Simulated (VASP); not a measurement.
# Ta (Im-3m) in VASP: single point with r2SCAN

Aim: the single point of Ta with r2SCAN.

Everything below comes from runs of VASP 6.6.1. Logs are shortened: lines on timing, memory, paths and dates and some standing lists are left out, and cuts for length are marked.

**1. The cell of the first run**

It takes space group Im-3m (No. 229, cubic). The conventional cell has a = 3.307 Å, b = 3.307 Å, c = 3.307 Å, α = 90.00°, β = 90.00°, γ = 90.00°. Ta (site symmetry m-3m) has 14 Ta at 2.86 to 3.31 Å within 3.8 Å.

**2. Single point, r2SCAN**

File POSCAR:

```
Ta
1.0
   -1.6535111185      1.6535111185      1.6535111185
    1.6535111185     -1.6535111185      1.6535111185
    1.6535111185      1.6535111185     -1.6535111185
Ta
1
Direct
    0.0000000000      0.0000000000      0.0000000000
```

File INCAR.step1:

```
SYSTEM = Ta
PREC = Accurate
ENCUT = 520
ISMEAR = -1
SIGMA = 0.08
LREAL = .FALSE.
LASPH = .TRUE.
NELM = 80
NBANDS = 12
GGA = PE
ALGO = Normal
EDIFF = 1E-4
LWAVE = .TRUE.
LCHARG = .FALSE.
```

File INCAR.step2:

```
SYSTEM = Ta
PREC = Accurate
ENCUT = 520
EDIFF = 1E-6
ISMEAR = -1
SIGMA = 0.08
LREAL = .FALSE.
LASPH = .TRUE.
NELM = 80
ALGO = Normal
ISIF = 2
LWAVE = .FALSE.
LCHARG = .FALSE.
METAGGA = R2SCAN
LMIXTAU = .TRUE.
NBANDS = 12
ISTART = 1
```

File KPOINTS:

```
regular mesh
0
G
  16 16 16
  0 0 0
```

Potentials or basis: VASP PAW PBE potentials, release 64 (Ta_pv).

Command:

```console
$ cat potpaw_PBE.64/Ta_pv/POTCAR > POTCAR
$ cp INCAR.step1 INCAR
$ mpirun -np 1 vasp_std > vasp.out
$ cp INCAR.step2 INCAR
$ mpirun -np 1 vasp_std > vasp.out
```

OUTCAR:

```text
SYSTEM = Ta
   PREC = Accurate
   ENCUT = 520
   EDIFF = 1E-6
   ISMEAR = -1
   LREAL = .FALSE.
   LASPH = .TRUE.
   NELM = 80
   ISIF = 2
   METAGGA = R2SCAN
   ISTART = 1

 ion  position               nearest neighbor table
   1  0.000  0.000  0.000-

  LATTYP: Found a body centered cubic cell.
 ALAT       =     3.3070222370

  Lattice vectors:

 A1 = (  -1.6535111185,   1.6535111185,   1.6535111185)
 A2 = (   1.6535111185,  -1.6535111185,   1.6535111185)
 A3 = (   1.6535111185,   1.6535111185,  -1.6535111185)

Analysis of symmetry for initial positions (statically):
=====================================================================
 Subroutine PRICEL returns:
 Original cell was already a primitive cell.

 Routine SETGRP: Setting up the symmetry group for a
 body centered cubic supercell.

 Subroutine GETGRP returns: Found 48 space group operations
 (whereof 48 operations were pure point group operations)
 out of a pool of 48 trial point group operations.

The static configuration has the point symmetry O_h .

Analysis of symmetry for dynamics (positions and initial velocities):
=====================================================================
 Subroutine PRICEL returns:
 Original cell was already a primitive cell.

 Routine SETGRP: Setting up the symmetry group for a
 body centered cubic supercell.

 Subroutine GETGRP returns: Found 48 space group operations
 (whereof 48 operations were pure point group operations)
 out of a pool of 48 trial point group operations.

The dynamic configuration has the point symmetry O_h .

 Subroutine INISYM returns: Found 48 space group operations
 (whereof 48 operations are pure point group operations),
 and found     1 'primitive' translations

----------------------------------------------------------------------------------------

                                     Primitive cell

  volume of cell :      18.0835

  direct lattice vectors                    reciprocal lattice vectors
    -1.653511118  1.653511118  1.653511118     0.000000000  0.302386839  0.302386839
     1.653511118 -1.653511118  1.653511118     0.302386839  0.000000000  0.302386839
     1.653511118  1.653511118 -1.653511118     0.302386839  0.302386839  0.000000000

  length of vectors
     2.863965268  2.863965268  2.863965268     0.427639568  0.427639568  0.427639568

  position of ions in fractional coordinates (direct lattice)
     0.000000000  0.000000000  0.000000000

  ion indices of the primitive-cell ions
   primitive index   ion index
                 1           1

----------------------------------------------------------------------------------------

 KPOINTS: regular mesh

Automatic generation of k-mesh.
 Grid dimensions read from file:
 generate k-points for:   16   16   16

 Generating k-lattice:

  Cartesian coordinates                     Fractional coordinates (reciprocal lattice)
     0.000000000  0.018899177  0.018899177     0.062500000  0.000000000  0.000000000
     0.018899177  0.000000000  0.018899177     0.000000000  0.062500000  0.000000000
     0.018899177  0.018899177  0.000000000     0.000000000  0.000000000  0.062500000

  Length of vectors
     0.026727473  0.026727473  0.026727473

  Shift w.r.t. Gamma in fractional coordinates (k-lattice)
     0.000000000  0.000000000  0.000000000

 Subroutine IBZKPT returns following result:
 ===========================================

 Found    145 irreducible k-points:

 Following reciprocal coordinates:
            Coordinates               Weight
  0.000000  0.000000  0.000000      1.000000
  0.062500  0.000000  0.000000     12.000000
  0.125000  0.000000  0.000000     12.000000
  0.187500  0.000000  0.000000     12.000000
  0.250000  0.000000  0.000000     12.000000
  0.312500  0.000000  0.000000     12.000000
[... 16 lines left out ...]
  0.187500  0.187500  0.000000     24.000000
  0.250000  0.187500  0.000000     48.000000
 [... further k-points ...]
   k-points           NKPTS =    145   k-points in BZ     NKDIM =    145   number of bands    NBANDS=     12
   number of dos      NEDOS =    301   number of ions     NIONS =      1
   total plane-waves  NPLWV =  13824
   dimension x,y,z NGX =    24 NGY =   24 NGZ =   24
   dimension x,y,z NGXF=    48 NGYF=   48 NGZF=   48
   ions per type =               1
   NGX,Y,Z   is equivalent  to a cutoff of  13.93, 13.93, 13.93 a.u.
   NGXF,Y,Z  is equivalent  to a cutoff of  27.86, 27.86, 27.86 a.u.
 SYSTEM =  Ta
   PREC   = accura    normal or accurate (medium, high low for compatibility)
   ISTART =      1    job   : 0-new  1-cont  2-samecut
   ICHARG =      0    charge: 1-file 2-atom 10-const
   ISPIN  =      1    spin polarized calculation?
   LNONCOLLINEAR =      F non collinear calculations
   LSORBIT =      F    spin-orbit coupling
   LASPH  =      T    aspherical Exc in radial PAW
   ENCUT  =  520.0 eV  38.22 Ry    6.18 a.u.   5.33  5.33  5.33*2*pi/ulx,y,z
   NELM   =     80;   NELMIN=  2; NELMDL=  0     # of ELM steps
   EDIFF  = 0.1E-05   stopping-criterion for ELM
   LREAL  =      F    real-space projection
   EDIFFG = 0.1E-04   stopping-criterion for IOM
   NSW    =      0    number of steps for IOM
   IBRION =     -1    ionic relax: 0-MD 1-quasi-New 2-CG
   NFREE  =      0    steps in history (QN), initial steepest desc. (CG)
   ISIF   =      2    stress and relaxation
   ISYM   =      2    0-nonsym 1-usesym 2-fastsym
   POTIM  = 0.5000    time-step for ionic-motion
   TEBEG  =    0.0;   TEEND  =   0.0 temperature during run
   PSTRESS=    0.0 pullay stress
   NELECT =      11.0000    total number of electrons
   NUPDOWN=      -1.0000    fix difference up-down
   EMIN   =  10.00;   EMAX   =-10.00  energy-range for DOS
   EFERMI =   0.00;   METHOD = LEGACY
   ISMEAR =    -1;   SIGMA  =   0.08  broadening in eV -4-tet -1-fermi 0-gaus
   EFERMI_NEDOS =   21; number of points for ismear=-14 and -15
   IALGO  =     38    algorithm
   IMIX   =      4    mixing-type and parameters
     AMIX     =   0.40;   BMIX     =  1.00
     AMIX_MAG =   1.60;   BMIX_MAG =  1.00
  volume/ion in A,a.u.               =      18.08       122.03
  Fermi-wavevector in a.u.,A,eV,Ry     =   1.387113  2.621264 26.178744  1.924083
  Thomas-Fermi vector in A             =   2.511365
   LORBIT       =      0    0 simple, 1 ext, 2 COOP (PROOUT), +10 PAW based schemes
   METAGGA = R2SCAN    functional components
   LHFCALC =     F    Hartree Fock is set to
   AEXX    =    0.0000 exact exchange contribution
   IVDW    =     0    specifies the selected vdW correction
   LEPSILON=     F    determine dielectric tensor
   LRPA    =     F    only Hartree local field effects (RPA)
 non-spin polarized calculation
  energy-cutoff  :      520.00
  volume of cell :       18.08
 maximum number of plane-waves:       496
 NGX is ok and might be reduce to    24
   NGX = 11   NGY = 11   NGZ = 11

 number of electron      11.0000002 magnetization

 Free energy of the ion-electron system (eV)
  ---------------------------------------------------
  ext. energy  EPLUGINS =         0.00000000
  ---------------------------------------------------
  free energy    TOTEN  =       -48.59184306 eV

  energy without entropy =      -48.56369568  energy(sigma->0) =      -48.57776937

 E-fermi :   5.2835     XC(G=0): -13.7491

 val. band max:        5.2814364946   @ k =  -0.3750   0.4375   0.0625
 cond. band min:       5.2938859369   @ k =  -0.3125   0.4375   0.1250
 fundamental gap:      0.0124494423
 Fermi energy:         5.2834976590

 k-point     1 :       0.0000    0.0000    0.0000
  band No.  band energies     occupation
      1     -28.9511      2.00000
      2     -28.9511      2.00000
      3     -28.9511      2.00000
      4      -3.0213      2.00000
      5       6.1329      0.00005
      6       6.1329      0.00005
      7       6.1329      0.00005
      8       9.6059      0.00000
      9       9.6059      0.00000
     10      17.3727      0.00000
     11      21.0515      0.00000
     12      21.0515      0.00000

 k-point     2 :       0.0625    0.0000    0.0000
  band No.  band energies     occupation
      1     -29.0017      2.00000
      2     -28.9665      2.00000
      3     -28.9514      2.00000
      4      -2.8396      2.00000
      5       6.0128      0.00022
      6       6.0955      0.00008
      7       6.3091      0.00001
      8       9.4110      0.00000
      9       9.6047      0.00000
     10      17.3726      0.00000
     11      21.2136      0.00000
     12      21.3711      0.00000

 k-point     3 :       0.1250    0.0000    0.0000
  band No.  band energies     occupation
      1     -29.1437      2.00000
      2     -29.0100      2.00000
      3     -28.9522      2.00000
      4      -2.3182      2.00000
      5       5.6891      0.01249
      6       5.9340      0.00059
      7       6.8308      0.00000
      8       9.0414      0.00000
      9       9.6147      0.00000
     10      17.3724      0.00000
     11      21.5903      0.00000
     12      22.2896      0.00000

 k-point     4 :       0.1875    0.0000    0.0000
  band No.  band energies     occupation
      1     -29.3507      2.00000
      2     -29.0745      2.00000
      3     -28.9535      2.00000
      4      -1.5318      2.00000
      5       5.2473      1.22273
      6       5.5921      0.04139
      7       7.6762      0.00000
      8       8.8603      0.00000
      9       9.6660      0.00000
     10      17.3723      0.00000
     11      21.7650      0.00000
     12      23.4624      0.00000

 k-point     5 :       0.2500    0.0000    0.0000
  band No.  band energies     occupation
      1     -29.5872      2.00000
      2     -29.1497      2.00000
      3     -28.9550      2.00000
      4      -0.6253      2.00000
      5       4.7777      1.99641
      6       5.2215      1.36893
      7       8.8054      0.00000
      8       8.9699      0.00000
      9       9.7865      0.00000
     10      17.3719      0.00000
     11      21.1782      0.00000
     12      22.7522      0.00000
[... 228 lines left out ...]
      1     -30.0767      2.00000
      2     -29.3840      2.00000
      3     -29.0230      2.00000
      4       1.2519      2.00000
      5       3.8730      2.00000
      6       5.6638      0.01709
      7       9.2891      0.00000
      8      10.6494      0.00000
      9      13.4893      0.00000
     10      17.2691      0.00000
     11      17.4605      0.00000
     12      19.1443      0.00000

 k-point    22 :       0.4375    0.1250    0.0000
  band No.  band energies     occupation
      1     -30.1108      2.00000
      2     -29.4030      2.00000
      3     -29.0238      2.00000
      4       1.2651      2.00000
      5       3.8171      2.00000
      6       5.9815      0.00033
      7       9.2727      0.00000
      8      10.7897      0.00000
      9      14.0119      0.00000
     10      16.8036      0.00000
     11      17.3901      0.00000
     12      18.8238      0.00000

 k-point    23 :       0.1875    0.1875    0.0000
  band No.  band energies     occupation
      1     -29.7901      2.00000
      2     -29.2445      2.00000
      3     -29.0398      2.00000
      4       0.6877      2.00000
      5       4.2869      1.99999
      6       4.6612      1.99916
      7       8.6243      0.00000
      8      10.3840      0.00000
      9      10.8218      0.00000
     10      17.3709      0.00000
     11      20.1665      0.00000
     12      22.5684      0.00000

 k-point    24 :       0.2500    0.1875    0.0000
  band No.  band energies     occupation
      1     -29.9105      2.00000
      2     -29.3464      2.00000
      3     -29.0559      2.00000
      4       1.4116      2.00000
      5       3.9992      2.00000
      6       4.6518      1.99926
      7       8.8829      0.00000
      8      10.4718      0.00000
      9      12.2838      0.00000
     10      17.3678      0.00000
     11      18.7609      0.00000
     12      21.5036      0.00000

 [... further k-points ...]
[... 5 lines left out ...]
  --------------------------------------------------------------------------------------
  -------------------------------------------------------------------------------------
  Total        0.0713886      0.0713886      0.0713886      0.0000000     -0.0000000     -0.0000000
  in kB        6.3249635      6.3249635      6.3249635      0.0000000     -0.0000000     -0.0000000
  external PRESSURE =       6.3249635 kB  Pullay stress =       0.0000000 kB

 VOLUME and BASIS-vectors are now :
 -----------------------------------------------------------------------------
  energy-cutoff  :      520.00
  volume of cell :       18.08
      direct lattice vectors                 reciprocal lattice vectors
    -1.653511118  1.653511118  1.653511118     0.000000000  0.302386839  0.302386839
     1.653511118 -1.653511118  1.653511118     0.302386839  0.000000000  0.302386839
     1.653511118  1.653511118 -1.653511118     0.302386839  0.302386839  0.000000000

 POSITION                                       TOTAL-FORCE (eV/Angst)
 -----------------------------------------------------------------------------------
      0.00000      0.00000      0.00000         0.000000      0.000000      0.000000
 -----------------------------------------------------------------------------------
    total drift:                                0.000000      0.000000     -0.000000

  FREE ENERGIE OF THE ION-ELECTRON SYSTEM (eV)
  ---------------------------------------------------
  free  energy   TOTEN  =       -48.5918430592 eV

  energy  without entropy=      -48.5636956804  energy(sigma->0) =      -48.57776937
```

It took 30 s on 1 thread of Intel Xeon 6975P-C (Granite Rapids), shared host; peak memory 0.16 GiB.

What came out:

* Free energy: -48.5918 eV
* Pressure: 0.6 GPa

Levels at points of the mesh, in eV from the Fermi level:
```csv
k point,band 2,band 3,band 4,band 5,band 6,band 7,band 8,band 9,band 10,band 11
"(0.00, 0.00, 0.00)",-34.23,-34.23,-8.30,0.85,0.85,0.85,4.32,4.32,12.09,15.77
"(0.50, 0.00, 0.00)",-34.62,-34.24,-4.53,-1.55,1.46,4.19,5.25,8.06,12.05,12.35
"(0.50, 0.50, 0.50)",-35.08,-35.08,-3.91,-3.91,7.09,7.09,7.09,8.99,8.99,8.99
```

Caveat: the PAW data sets were made with another functional, which shifts forces and pressure a little; spin-orbit coupling is left out, which moves the levels of the heavy elements.
